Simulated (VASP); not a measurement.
Write the native input for VASP 6.6.1 that does the following.

```yaml
Task: density of states
Functional: BLYP
Potentials_or_basis: VASP PAW PBE potentials, release 64 (Zn, P)
Cutoff: 520 eV
k_mesh: 4 × 4 × 4
Occupations: fermi-dirac, width 0.05 eV
Spin: no spin polarisation
Dipole_correction: no
k_mesh_for_the_DOS: 6 × 6 × 6
Occupations_for_the_DOS: tetrahedron
Further_INCAR_settings: ALGO = Normal; EDIFF = 1e-07; NBANDS = 28
```

The system is Zn3P.

```
Zn P
1.0
     3.97552    0.00000    0.00000
     0.00000    3.97552    0.00000
     0.00000    0.00000    3.97552
Zn P
3 1
Direct
  0.50000 0.50000 0.00000
  0.50000 0.00000 0.50000
  0.00000 0.50000 0.50000
  0.00000 0.00000 0.00000
```

These files were run (other wordings do the same):

POSCAR

```
Zn3P
1.0
    3.9755180000      0.0000000000      0.0000000000
    0.0000000000      3.9755180000      0.0000000000
    0.0000000000      0.0000000000      3.9755180000
Zn P
3 1
Direct
    0.5000000000      0.5000000000      0.0000000000
    0.5000000000      0.0000000000      0.5000000000
    0.0000000000      0.5000000000      0.5000000000
    0.0000000000      0.0000000000      0.0000000000
```

INCAR.step1

```
PREC = Accurate ; ENCUT = 520
EDIFF = 1E-7 ; ISMEAR = -1
SIGMA = 0.05 ; LREAL = F
LASPH = T ; NELM = 60
ALGO = Normal ; ISIF = 2
LWAVE = F ; LCHARG = T
GGA = B5 ; ALDAX = 1.0
AGGAX = 1.0 ; AGGAC = 1.0
ALDAC = 0.0 ; NBANDS = 28
```

KPOINTS.step1

```
regular mesh
0
Gamma
  4 4 4
```

INCAR.step2

```
PREC = Accurate ; ENCUT = 520
EDIFF = 1E-7 ; ISMEAR = -5
SIGMA = 0.05 ; LREAL = F
LASPH = T ; NELM = 60
ALGO = Normal ; ISIF = 2
LWAVE = F ; LCHARG = F
GGA = B5 ; ALDAX = 1.0
AGGAX = 1.0 ; AGGAC = 1.0
ALDAC = 0.0 ; LORBIT = 10
NBANDS = 28 ; NEDOS = 1001
ICHARG = 11
```

KPOINTS.step2

```
regular mesh
0
Gamma
  6 6 6
```

Potentials or basis: VASP PAW PBE potentials, release 64 (Zn, P).

Run with:

```bash
$ cat potpaw_PBE.64/Zn/POTCAR potpaw_PBE.64/P/POTCAR > POTCAR
$ cp INCAR.step1 INCAR
$ cp KPOINTS.step1 KPOINTS
$ mpirun -np 1 vasp_std > vasp.out
$ cp INCAR.step2 INCAR
$ cp KPOINTS.step2 KPOINTS
$ mpirun -np 1 vasp_std > vasp.out
```

Results of the run:

The valence electrons inside the program's atomic spheres are Zn 10.75; P 2.42.

Caveat: the k points lie up to 0.40 Å⁻¹ apart.

Run time: 37 s on 1 thread of AMD EPYC 9R45 96-Core Processor (Zen 5), on a shared host, peak memory 0.14 GiB.
